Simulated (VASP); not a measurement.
In: single point with PBEsol

The system is In.

```
In
1.0
    -1.84410    1.84410    1.84410
     1.84410   -1.84410    1.84410
     1.84410    1.84410   -1.84410
In
1
Direct
  0.00000 0.00000 0.00000
```

This cell differs from its parent crystal: volume scaled by 0.94.

| Property | Result |
| --- | --- |
| Program | VASP 6.6.1 |
| Task | single point |
| Functional | PBEsol |
| Potentials or basis | VASP PAW PBE potentials, release 64 (In_d) |
| Cutoff | 520 eV |
| k mesh | 10 × 10 × 10 |
| Occupations | fermi-dirac, width 0.05 eV |
| Spin | no spin polarisation |

```json
{
 "Pressure": "1.2 GPa"
}
```

Levels at points of the mesh, in eV from the Fermi level:
| k point | band 2 | band 3 | band 4 | band 5 | band 6 | band 7 | band 8 | band 9 | band 10 | band 11 |
| --- | --- | --- | --- | --- | --- | --- | --- | --- | --- | --- |
| (0.00, 0.00, 0.00) | -14.57 | -14.57 | -14.26 | -14.26 | -9.78 | 11.64 | 11.64 | 11.64 | 13.21 | 13.21 |
| (0.50, 0.00, 0.00) | -14.63 | -14.28 | -14.26 | -14.06 | -3.87 | -3.31 | 6.17 | 7.55 | 10.43 | 10.59 |
| (0.50, 0.50, 0.50) | -14.70 | -14.11 | -14.11 | -14.11 | 1.32 | 1.32 | 1.32 | 1.39 | 5.43 | 5.43 |

Run time: 6.6 s on 1 thread of Intel(R) Xeon(R) Platinum 8559C (Emerald Rapids), with other jobs on the host, peak memory 0.14 GiB.

Caveat: the PAW data sets were made with another functional, which shifts forces and pressure a little; spin-orbit coupling is left out, which moves the levels of the heavy elements.
